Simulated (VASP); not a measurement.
A run of VASP 6.6.1:

File INCAR:

```
SYSTEM = SnSe
PREC = Accurate
ENCUT = 520
EDIFF = 1E-7
ISMEAR = -1
SIGMA = 0.05
LREAL = .FALSE.
LASPH = .TRUE.
NELM = 100
ALGO = Normal
ISIF = 2
LWAVE = .FALSE.
LCHARG = .FALSE.
NBANDS = 17
```

KPOINTS

```
regular mesh
0
G
  14 14 14
  0 0 0
```

POSCAR

```
SnSe
1.0
    0.0000000000      2.4157992045      2.4157992045
    2.4157992045      0.0000000000      2.4157992045
    2.4157992045      2.4157992045      0.0000000000
Sn Se
1 1
Direct
    0.0000000000      0.0000000000      0.0000000000
    0.5000000000      0.5000000000      0.5000000000
```

Potentials or basis: VASP PAW LDA potentials, release 64 (Sn_d, Se).

Command:

```console
$ cat potpaw_LDA.64/Sn_d/POTCAR potpaw_LDA.64/Se/POTCAR > POTCAR
$ mpirun -np 1 vasp_std > vasp.out
```

Hardware: 1 thread of Intel(R) Xeon(R) 6975P-C (Granite Rapids), with other jobs on the host.

Q: How long does it take, and how much memory?

A: It took 23 s on 1 thread of Intel(R) Xeon(R) 6975P-C (Granite Rapids) (shared host), peak memory 0.17 GiB. Counts: scf iterations 13, k points 104.
